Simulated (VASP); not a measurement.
The system is Ta2Ti.

```
Ti Ta
1.0
     4.76496    0.00000    0.00000
     0.00000    4.76496    0.00000
     0.00000    0.00000    4.76496
Ti Ta
2 4
Cartesian
  0.0000 0.0000 0.0000
  2.3825 2.3825 2.3825
  1.1912 1.1912 1.1912
  1.1912 3.5737 3.5737
  3.5737 3.5737 1.1912
  3.5737 1.1912 3.5737
```

- Program: VASP 6.6.1
- Task: relaxation of cell and atoms
- Functional: PBE
- Potentials or basis: VASP PAW PBE potentials, release 64 (Ti_sv, Ta_pv)
- Cutoff: 600 eV
- k mesh: 4 × 4 × 4
- Occupations: gaussian, width 0.1 eV
- Spin: no spin polarisation

At the start: pressure 41.8 GPa; volume 18.03 Å³/atom.

**Question.** How do energy, volume and symmetry change on relaxing?

**Answer.** Over 4 steps the energy falls by 789.9 meV/atom and the volume is 25.24 Å³/atom (+40.0 %); space group Pn-3m (No. 224, to 0.1 Å) before and after.

Step by step:
```csv
step,energy change (eV),largest force (eV/Å),pressure (GPa),volume (Å³)
1,0.0000,0.0000,41.83,108.19
2,-2.0369,0.0000,-12.92,199.92
3,-4.6736,0.0000,-0.32,152.45
4,-4.7394,0.0000,0.22,151.46
```

Final structure:
```cif
data_structure
_symmetry_space_group_name_H-M 'P 1'
_symmetry_Int_Tables_number 1
_cell_length_a 5.3305
_cell_length_b 5.3305
_cell_length_c 5.3305
_cell_angle_alpha 90.000
_cell_angle_beta 90.000
_cell_angle_gamma 90.000
_cell_volume 151.46
loop_
_atom_site_label
_atom_site_type_symbol
_atom_site_fract_x
_atom_site_fract_y
_atom_site_fract_z
_atom_site_occupancy
Ti1 Ti 0.00000 0.00000 0.00000 1
Ti2 Ti 0.50000 0.50000 0.50000 1
Ta1 Ta 0.25000 0.25000 0.25000 1
Ta2 Ta 0.25000 0.75000 0.75000 1
Ta3 Ta 0.75000 0.75000 0.25000 1
Ta4 Ta 0.75000 0.25000 0.75000 1
```

Caveat: the volume moved by over 15 % at a fixed basis, so the end points are rough.
